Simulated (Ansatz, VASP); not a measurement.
# Ga3Sb in VASP and in Ansatz

File INCAR:

```
PREC = Accurate
ENCUT = 520
EDIFF = 1E-6
ISMEAR = 0
SIGMA = 0.15
LREAL = False
LASPH = True
NELM = 60
ALGO = Fast
ISIF = 2
LWAVE = False
LCHARG = True
GGA = PS
IVDW = 12
LELF = True
LVHAR = True
NBANDS = 30
```

The input KPOINTS:

```
Automatic mesh
0
Gamma
  14 14 14
```

Contents of POSCAR:

```
Ga3Sb
1.0
   -2.1858970803      2.1858970803      4.2681826391
    2.1858970803     -2.1858970803      4.2681826391
    2.1858970803      2.1858970803     -4.2681826391
Ga Sb
3 1
Direct
    0.7500000000      0.2500000000      0.5000000000
    0.2500000000      0.7500000000      0.5000000000
    0.5000000000      0.5000000000      0.0000000000
    0.0000000000      0.0000000000      0.0000000000
```

Input for Ansatz:

```yaml
crystal:
  lattice:
    - [-2.1858970803, 2.1858970803, 4.2681826391]
    - [2.1858970803, -2.1858970803, 4.2681826391]
    - [2.1858970803, 2.1858970803, -4.2681826391]
  atoms:
    - { symbol: Ga, position: [0.75, 0.25, 0.5] }
    - { symbol: Ga, position: [0.25, 0.75, 0.5] }
    - { symbol: Ga, position: [0.5, 0.5, 0.0] }
    - { symbol: Sb, position: [0.0, 0.0, 0.0] }
basis:
  ecutwfc: 420
kpoints:
  mp_grid: { grid: [14, 14, 14] }
hamiltonian:
  xc: pbesol
  pseudopotentials: { kind: paw, azcp: { folder: soft_1 } }
  dispersion: d3bj
scf:
  occupations: { method: gaussian, width: 0.15 }
output:
  forces: true
  stress: true
  eigenvalues: true
```

Alike in both runs: task single point; functional PBEsol; dispersion D3(BJ); k mesh 14 × 14 × 14; occupations gaussian, width 0.15 eV; no spin polarisation.

|  | VASP | Ansatz |
| --- | --- | --- |
| version | VASP 6.6.1 | Ansatz 0.2.0 |
| potentials or method | VASP PAW PBE potentials, release 64 (Ga_d, Sb), cutoff 520 eV | scalar-relativistic, plane waves, PAW |
| valence electrons in the cell | 44 | 54 |

Ansatz gave:

* gap on the k mesh at the Fermi level (eV): none
* pressure (GPa): -2.1
* traceless stress, the component that is largest in VASP (GPa): -0.36

Problem. What did VASP give for the same quantities?

Solution. gap on the k mesh at the Fermi level (eV): none; pressure (GPa): -2.0; traceless stress, the component that is largest in VASP (GPa): -0.36.

VASP's potentials were made for PBE, not for PBEsol, and Ansatz warns of the same on its side. A gap of «none» marks a metal or a gap that the smearing closes. VASP's potentials hold 44 valence electrons a cell and Ansatz's 54, so a difference there can come from the potentials and not from the codes.

Neither program's run includes spin-orbit coupling.
